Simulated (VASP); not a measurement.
# ZrB2 (P6/mmm) in VASP: further runs

The runs below take ZrB2 through single point, with LDA.

Everything below comes from runs of VASP 6.6.1. Logs are shortened: lines on timing, memory, paths and dates and some standing lists are left out, and cuts for length are marked.

## 1. The cell of the first run

Symmetry: P6/mmm, No. 191, hexagonal system. Conventional cell: a = 3.101 Å, b = 3.101 Å, c = 3.373 Å, α = 90.00°, β = 90.00°, γ = 120.00°. Within 3.2 Å of Zr (site symmetry 6/mmm) lie 12 B at 2.46 Å and 6 Zr at 3.10 Å. B (site symmetry -6m2) has 3 B at 1.79 Å and 6 Zr at 2.46 Å within 2.5 Å.

## 2. Single point, LDA

File INCAR:

```
SYSTEM = ZrB2
  PREC = Accurate
  ENCUT = 520
  EDIFF = 1E-6
  ISMEAR = 0
  SIGMA = 0.15
  LREAL = .False.
  LASPH = .True.
  NELM = 60
  ALGO = Normal
  ISIF = 2
  LWAVE = .False.
  LCHARG = .False.
  NBANDS = 16
```

File KPOINTS:

```
Automatic mesh
0
Gamma
  15 15 12
  0 0 0
```

File POSCAR:

```
ZrB2
1.0
    3.1012000000      0.0000000000      0.0000000000
   -1.5506000000      2.6857179822      0.0000000000
    0.0000000000      0.0000000000      3.3726000000
Zr B
1 2
Direct
    0.0000000000      0.0000000000      0.0000000000
    0.3333333333      0.6666666667      0.5000000000
    0.6666666667      0.3333333333      0.5000000000
```

Potentials or basis: VASP PAW LDA potentials, release 64 (Zr_sv, B).

Started as:

```console
$ cat potpaw_LDA.64/Zr_sv/POTCAR potpaw_LDA.64/B/POTCAR > POTCAR
$ mpirun -np 1 vasp_std > vasp.out
```

OUTCAR:

```text
SYSTEM = ZrB2
   PREC = Accurate
   ENCUT = 520
   EDIFF = 1E-6
   ISMEAR = 0
   LREAL = .False.
   LASPH = .True.
   NELM = 60
   ISIF = 2

 ion  position               nearest neighbor table
   1  0.000  0.000  0.000-   2 2.46   3 2.46   2 2.46   3 2.46   2 2.46   2 2.46   3 2.46   3 2.46
                             3 2.46   3 2.46   2 2.46   2 2.46
   2  0.333  0.667  0.500-   3 1.79   3 1.79   3 1.79   1 2.46   1 2.46   1 2.46   1 2.46   1 2.46
                             1 2.46
   3  0.667  0.333  0.500-   2 1.79   2 1.79   2 1.79   1 2.46   1 2.46   1 2.46   1 2.46   1 2.46
                             1 2.46

  LATTYP: Found a hexagonal cell.
 ALAT       =     3.1012000000
 C/A-ratio  =     1.0875145105

  Lattice vectors:

 A1 = (   3.1012000000,   0.0000000000,   0.0000000000)
 A2 = (  -1.5506000000,   2.6857179822,   0.0000000000)
 A3 = (   0.0000000000,   0.0000000000,   3.3726000000)

Analysis of symmetry for initial positions (statically):
=====================================================================
 Subroutine PRICEL returns:
 Original cell was already a primitive cell.

 Routine SETGRP: Setting up the symmetry group for a
 hexagonal supercell.

 Subroutine GETGRP returns: Found 24 space group operations
 (whereof 24 operations were pure point group operations)
 out of a pool of 24 trial point group operations.

The static configuration has the point symmetry D_6h.

Analysis of symmetry for dynamics (positions and initial velocities):
=====================================================================
 Subroutine PRICEL returns:
 Original cell was already a primitive cell.

 Routine SETGRP: Setting up the symmetry group for a
 hexagonal supercell.

 Subroutine GETGRP returns: Found 24 space group operations
 (whereof 24 operations were pure point group operations)
 out of a pool of 24 trial point group operations.

The dynamic configuration has the point symmetry D_6h.

 Subroutine INISYM returns: Found 24 space group operations
 (whereof 24 operations are pure point group operations),
 and found     1 'primitive' translations

----------------------------------------------------------------------------------------

                                     Primitive cell

  volume of cell :      28.0902

  direct lattice vectors                    reciprocal lattice vectors
     3.101200000  0.000000000  0.000000000     0.322455824  0.186169957  0.000000000
    -1.550600000  2.685717982  0.000000000     0.000000000  0.372339913  0.000000000
     0.000000000  0.000000000  3.372600000     0.000000000  0.000000000  0.296507146

  length of vectors
     3.101200000  3.101200000  3.372600000     0.372339913  0.372339913  0.296507146

  position of ions in fractional coordinates (direct lattice)
     0.000000000  0.000000000  0.000000000
     0.333333333  0.666666667  0.500000000
     0.666666667  0.333333333  0.500000000

  ion indices of the primitive-cell ions
   primitive index   ion index
                 1           1
                 2           2
                 3           3

----------------------------------------------------------------------------------------

 KPOINTS: Automatic mesh

Automatic generation of k-mesh.
 Grid dimensions read from file:
 generate k-points for:   15   15   12

 Generating k-lattice:

  Cartesian coordinates                     Fractional coordinates (reciprocal lattice)
     0.021497055  0.012411330  0.000000000     0.066666667  0.000000000  0.000000000
     0.000000000  0.024822661  0.000000000     0.000000000  0.066666667  0.000000000
     0.000000000  0.000000000  0.024708929     0.000000000  0.000000000  0.083333333

  Length of vectors
     0.024822661  0.024822661  0.024708929

  Shift w.r.t. Gamma in fractional coordinates (k-lattice)
     0.000000000  0.000000000  0.000000000

 Subroutine IBZKPT returns following result:
 ===========================================

 Found    189 irreducible k-points:

 Following reciprocal coordinates:
            Coordinates               Weight
  0.000000  0.000000  0.000000      1.000000
  0.066667 -0.000000  0.000000      6.000000
  0.133333 -0.000000  0.000000      6.000000
  0.200000  0.000000  0.000000      6.000000
  0.266667 -0.000000  0.000000      6.000000
  0.333333 -0.000000  0.000000      6.000000
[... 16 lines left out ...]
  0.333333  0.200000  0.000000     12.000000
  0.400000  0.200000  0.000000      6.000000
 [... further k-points ...]
   k-points           NKPTS =    189   k-points in BZ     NKDIM =    189   number of bands    NBANDS=     16
   number of dos      NEDOS =    301   number of ions     NIONS =      3
   total plane-waves  NPLWV =  16128
   dimension x,y,z NGX =    24 NGY =   24 NGZ =   28
   dimension x,y,z NGXF=    48 NGYF=   48 NGZF=   56
   ions per type =               1   2
   NGX,Y,Z   is equivalent  to a cutoff of  12.87, 12.87, 13.80 a.u.
   NGXF,Y,Z  is equivalent  to a cutoff of  25.73, 25.73, 27.60 a.u.
 SYSTEM =  ZrB2
   PREC   = accura    normal or accurate (medium, high low for compatibility)
   ISTART =      0    job   : 0-new  1-cont  2-samecut
   ICHARG =      2    charge: 1-file 2-atom 10-const
   ISPIN  =      1    spin polarized calculation?
   LNONCOLLINEAR =      F non collinear calculations
   LSORBIT =      F    spin-orbit coupling
   LASPH  =      T    aspherical Exc in radial PAW
   ENCUT  =  520.0 eV  38.22 Ry    6.18 a.u.   5.77  5.77  6.27*2*pi/ulx,y,z
   NELM   =     60;   NELMIN=  2; NELMDL= -5     # of ELM steps
   EDIFF  = 0.1E-05   stopping-criterion for ELM
   LREAL  =      F    real-space projection
   EDIFFG = 0.1E-04   stopping-criterion for IOM
   NSW    =      0    number of steps for IOM
   IBRION =     -1    ionic relax: 0-MD 1-quasi-New 2-CG
   NFREE  =      0    steps in history (QN), initial steepest desc. (CG)
   ISIF   =      2    stress and relaxation
   ISYM   =      2    0-nonsym 1-usesym 2-fastsym
   POTIM  = 0.5000    time-step for ionic-motion
   TEBEG  =    0.0;   TEEND  =   0.0 temperature during run
   PSTRESS=    0.0 pullay stress
   NELECT =      18.0000    total number of electrons
   NUPDOWN=      -1.0000    fix difference up-down
   EMIN   =  10.00;   EMAX   =-10.00  energy-range for DOS
   EFERMI =   0.00;   METHOD = LEGACY
   ISMEAR =     0;   SIGMA  =   0.15  broadening in eV -4-tet -1-fermi 0-gaus
   EFERMI_NEDOS =   21; number of points for ismear=-14 and -15
   IALGO  =     38    algorithm
   IMIX   =      4    mixing-type and parameters
     AMIX     =   0.40;   BMIX     =  1.00
     AMIX_MAG =   1.60;   BMIX_MAG =  1.00
  volume/ion in A,a.u.               =       9.36        63.19
  Fermi-wavevector in a.u.,A,eV,Ry     =   1.411391  2.667142 27.103137  1.992024
  Thomas-Fermi vector in A             =   2.533247
   LORBIT       =      0    0 simple, 1 ext, 2 COOP (PROOUT), +10 PAW based schemes
   GGA     = CA    functional components
   LHFCALC =     F    Hartree Fock is set to
   AEXX    =    0.0000 exact exchange contribution
   IVDW    =     0    specifies the selected vdW correction
   LEPSILON=     F    determine dielectric tensor
   LRPA    =     F    only Hartree local field effects (RPA)
 non-spin polarized calculation
 Gauss-broadening in eV      SIGMA  =   0.15
  energy-cutoff  :      520.00
  volume of cell :       28.09
 maximum number of plane-waves:       772
 NGX is ok and might be reduce to    24
   NGX = 11   NGY = 11   NGZ = 13

 number of electron      18.0000000 magnetization

 Free energy of the ion-electron system (eV)
  ---------------------------------------------------
  ext. energy  EPLUGINS =         0.00000000
  ---------------------------------------------------
  free energy    TOTEN  =       -27.39307106 eV

  energy without entropy =      -27.39051129  energy(sigma->0) =      -27.39179117

 E-fermi :  11.5079     XC(G=0): -13.0138

 val. band max:       11.4795366135   @ k =   0.0667  -0.0000   0.2500
 cond. band min:      11.5446509467   @ k =   0.1333   0.1333   0.2500
 fundamental gap:      0.0651143332
 Fermi energy:        11.5079048692

 k-point     1 :       0.0000    0.0000    0.0000
  band No.  band energies     occupation
      1     -36.5162      2.00000
      2     -14.8935      2.00000
      3     -14.2404      2.00000
      4     -14.2404      2.00000
      5      -1.4159      2.00000
      6       8.5169      2.00000
[... 8 lines left out ...]
     15      16.8648      0.00000
     16      16.8648      0.00000

 k-point     2 :       0.0667   -0.0000    0.0000
  band No.  band energies     occupation
      1     -36.5094      2.00000
      2     -14.8837      2.00000
      3     -14.2982      2.00000
      4     -14.2528      2.00000
      5      -1.3182      2.00000
      6       8.2663      2.00000
[... 8 lines left out ...]
     15      17.5596      0.00000
     16      17.6948      0.00000

 k-point     3 :       0.1333   -0.0000    0.0000
  band No.  band energies     occupation
      1     -36.4900      2.00000
      2     -14.8560      2.00000
      3     -14.4586      2.00000
      4     -14.2874      2.00000
      5      -1.0351      2.00000
      6       7.6266      2.00000
[... 8 lines left out ...]
     15      18.3193      0.00000
     16      18.8602      0.00000

 k-point     4 :       0.2000    0.0000    0.0000
  band No.  band energies     occupation
      1     -36.4613      2.00000
      2     -14.8148      2.00000
      3     -14.6872      2.00000
      4     -14.3379      2.00000
      5      -0.5921      2.00000
      6       6.7937      2.00000
[... 8 lines left out ...]
     15      18.7996      0.00000
     16      19.6444      0.00000
[... 324 lines left out ...]
 k-point    22 :       0.2667    0.2000    0.0000
  band No.  band energies     occupation
      1     -36.3647      2.00000
      2     -15.2257      2.00000
      3     -14.6919      2.00000
      4     -14.6755      2.00000
      5       1.5372      2.00000
      6       4.7399      2.00000
[... 8 lines left out ...]
     15      20.2560      0.00000
     16      22.3618      0.00000

 k-point    23 :       0.3333    0.2000    0.0000
  band No.  band energies     occupation
      1     -36.3485      2.00000
      2     -15.2925      2.00000
      3     -14.7688      2.00000
      4     -14.6521      2.00000
      5       2.3089      2.00000
      6       4.0190      2.00000
[... 8 lines left out ...]
     15      21.3432      0.00000
     16      22.3699      0.00000

 k-point    24 :       0.4000    0.2000    0.0000
  band No.  band energies     occupation
      1     -36.3428      2.00000
      2     -15.3151      2.00000
      3     -14.7969      2.00000
      4     -14.6438      2.00000
      5       2.9435      2.00000
      6       3.3917      2.00000
[... 8 lines left out ...]
     15      21.9727      0.00000
     16      22.0546      0.00000

 [... further k-points ...]

------------------------ aborting loop because EDIFF is reached ----------------------------------------

  FORCE on cell =-STRESS in cart. coord.  units (eV):
  Direction    XX          YY          ZZ          XY          YZ          ZX
  --------------------------------------------------------------------------------------
  -------------------------------------------------------------------------------------
  Total        2.3440023      2.3440023      3.7952612      0.0000000      0.0000000     -0.0000000
  in kB      133.6945175    133.6945175    216.4697625      0.0000000      0.0000000     -0.0000000
  external PRESSURE =     161.2862658 kB  Pullay stress =       0.0000000 kB

 VOLUME and BASIS-vectors are now :
 -----------------------------------------------------------------------------
  energy-cutoff  :      520.00
  volume of cell :       28.09
      direct lattice vectors                 reciprocal lattice vectors
     3.101200000  0.000000000  0.000000000     0.322455824  0.186169957  0.000000000
    -1.550600000  2.685717982  0.000000000     0.000000000  0.372339913  0.000000000
     0.000000000  0.000000000  3.372600000     0.000000000  0.000000000  0.296507146

 POSITION                                       TOTAL-FORCE (eV/Angst)
 -----------------------------------------------------------------------------------
      0.00000      0.00000      0.00000        -0.000000      0.000000      0.000000
     -0.00000      1.79048      1.68630        -0.000000     -0.000000      0.000000
      1.55060      0.89524      1.68630         0.000000      0.000000      0.000000
 -----------------------------------------------------------------------------------
    total drift:                               -0.000000      0.000000     -0.000000

  FREE ENERGIE OF THE ION-ELECTRON SYSTEM (eV)
  ---------------------------------------------------
  free  energy   TOTEN  =       -27.3930710595 eV

  energy  without entropy=      -27.3905112885  energy(sigma->0) =      -27.39179117
```

Run time: 78 s. Hardware: 1 thread of Intel Xeon 8259CL, shared host; peak memory 0.2 GiB.

What came out:

- Free energy: -27.3931 eV
- Pressure: 16.1 GPa
- Band gap on the k mesh: zero (bands 9 and 10 overlap by 0.89 eV)

Stress tensor (GPa, compression positive):
```
13.37  0.00  0.00
 0.00 13.37  0.00
 0.00  0.00 21.65
```

Caveat: the cell stands under pressure.

## 3. Single point, LDA

This run uses another cell than the first one, of 9.45 Å³/atom.

File INCAR:

```
PREC = Accurate
ENCUT = 520
EDIFF = 1E-7
ISMEAR = 0
SIGMA = 0.15
LREAL = F
LASPH = T
NELM = 100
ALGO = Normal
ISIF = 2
LWAVE = F
LCHARG = T
LELF = T
LVHAR = T
NBANDS = 16
```

File KPOINTS:

```
Automatic mesh
0
Gamma
  15 15 12
```

File POSCAR:

```
ZrB2
1.0
    3.0386000000      0.0000000000      0.0000000000
   -1.5193000000      2.6315047919      0.0000000000
    0.0000000000      0.0000000000      3.5470000000
Zr B
1 2
Direct
    0.0000000000      0.0000000000      0.0000000000
    0.3333333333      0.6666666667      0.5000000000
    0.6666666667      0.3333333333      0.5000000000
```

Potentials or basis: VASP PAW LDA potentials, release 64 (Zr_sv, B).

Started as:

```console
$ cat potpaw_LDA.64/Zr_sv/POTCAR potpaw_LDA.64/B/POTCAR > POTCAR
$ mpirun -np 1 vasp_std > vasp.out
```

Run time: 1.7 min. Hardware: 1 thread of Intel Xeon 8259CL, shared host; peak memory 0.2 GiB.

The run converged. Its results:

* Free energy: -27.3745 eV
* Pressure: 14.0 GPa
* Band gap on the k mesh: zero (bands 9 and 10 overlap by 1.25 eV)

Stress tensor (GPa, compression positive):
```
20.32  0.00  0.00
 0.00 20.32  0.00
 0.00  0.00  1.32
```

Levels at points of the mesh, in eV from the Fermi level:
```tsv
k point	band 6	band 7	band 8	band 9	band 10	band 11	band 12	band 13
(0.00, 0.00, 0.00)	-2.85	-2.54	-2.39	-2.39	3.85	3.85	4.22	4.22
(0.00, 0.00, 0.50)	-7.08	-0.71	-0.71	0.87	0.87	0.89	0.89	1.23
```

Caveat: the cell stands under pressure.

## 4. Single point, LDA

This run uses another cell than the first one, of 9.52 Å³/atom.

File INCAR:

```
  PREC = Accurate
  ENCUT = 520
  EDIFF = 1E-7
  ISMEAR = 0
  SIGMA = 0.15
  LREAL = F
  LASPH = T
  NELM = 100
  ALGO = Normal
  ISIF = 2
  LWAVE = F
  LCHARG = T
  LELF = T
  LVHAR = T
  NBANDS = 16
```

File KPOINTS:

```
regular mesh
0
Gamma
  15 15 12
```

File POSCAR:

```
ZrB2
1.0
    3.1012000000      0.0000000000      0.0000000000
   -1.5506000000      2.6857179822      0.0000000000
    0.0000000000      0.0000000000      3.4308000000
Zr B
1 2
Direct
    0.0000000000      0.0000000000      0.0000000000
    0.3333333333      0.6666666667      0.5000000000
    0.6666666667      0.3333333333      0.5000000000
```

Started as:

```console
$ cat potpaw_LDA.64/Zr_sv/POTCAR potpaw_LDA.64/B/POTCAR > POTCAR
$ mpirun -np 1 vasp_std > vasp.out
```

Wall time 84 s (1 thread of Intel Xeon 8259CL, shared host); peak memory 0.2 GiB.

Results (log left out):

```
Free energy            : -27.4445 eV
Pressure               : 10.9 GPa
Band gap on the k mesh : zero (bands 9 and 10 overlap by 1.02 eV)
```

Stress tensor (GPa, compression positive):
```
10.26  0.00  0.00
 0.00 10.26  0.00
 0.00  0.00 12.18
```

Levels at points of the mesh, in eV from the Fermi level:
```csv
k point,band 7,band 8,band 9,band 10,band 11,band 12
"(0.00, 0.00, 0.00)",-2.81,-2.73,-2.17,3.73,3.73,4.60
"(0.00, 0.00, 0.50)",-1.01,-1.01,0.28,0.28,0.83,0.83
```

Caveat: the cell stands under pressure.

## 5. Overview

| cell | gap on the mesh (eV) | pressure (GPa) |
| --- | --- | --- |
| a = 3.101, b = 3.101, c = 3.373 Å, angles 90.0, 90.0, 120.0°, 3 atoms | none | 16.1 |
| a = 3.039, b = 3.039, c = 3.547 Å, angles 90.0, 90.0, 120.0°, 3 atoms | none | 14.0 |
| a = 3.101, b = 3.101, c = 3.431 Å, angles 90.0, 90.0, 120.0°, 3 atoms | none | 10.9 |

Alike in all rows: task single point; level LDA; potentials or basis VASP PAW LDA potentials, release 64 (Zr_sv, B); no spin polarisation; k mesh 15 × 15 × 12; cutoff (eV) 520; smearing gaussian 0.15 eV.

Caveats: the cell stands under pressure.

Absolute energies hang on the potentials; compare differences alone.
